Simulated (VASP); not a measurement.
Input of a VASP 6.6.1 run:

File INCAR:

```
SYSTEM = BeS
  ALGO = Normal
  EDIFF = 1E-7
  ENCUT = 520
  GGA = PS
  ISIF = 2
  ISMEAR = 0
  LASPH = .TRUE.
  LCHARG = .FALSE.
  LREAL = .FALSE.
  LWAVE = .FALSE.
  NBANDS = 11
  NELM = 100
  PREC = Accurate
  SIGMA = 0.05
```

KPOINTS

```
k-points
0
G
  10 10 10
  0 0 0
```

Contents of POSCAR:

```
BeS
1.0
    0.0000000000      2.3344282730      2.3721453846
    2.3721453846      0.0000000000      2.3721453846
    2.3721453846      2.3344282730      0.0000000000
Be S
1 1
Direct
    0.0000000000      0.0000000000      0.0000000000
    0.7500000000      0.7500000000      0.7500000000
```

Potentials or basis: VASP PAW PBE potentials, release 64 (Be, S).

Command:

```console
$ cat potpaw_PBE.64/Be/POTCAR potpaw_PBE.64/S/POTCAR > POTCAR
$ mpirun -np 1 vasp_std > vasp.out
```

(1) Predict the pressure.

(2) Predict the band gap on the k mesh.

Answers

(1) 8.5 GPa.

(2) 2.58 eV, indirect (least direct gap 5.49 eV).

Caveat: the PAW data sets were made with another functional, which shifts forces and pressure a little.
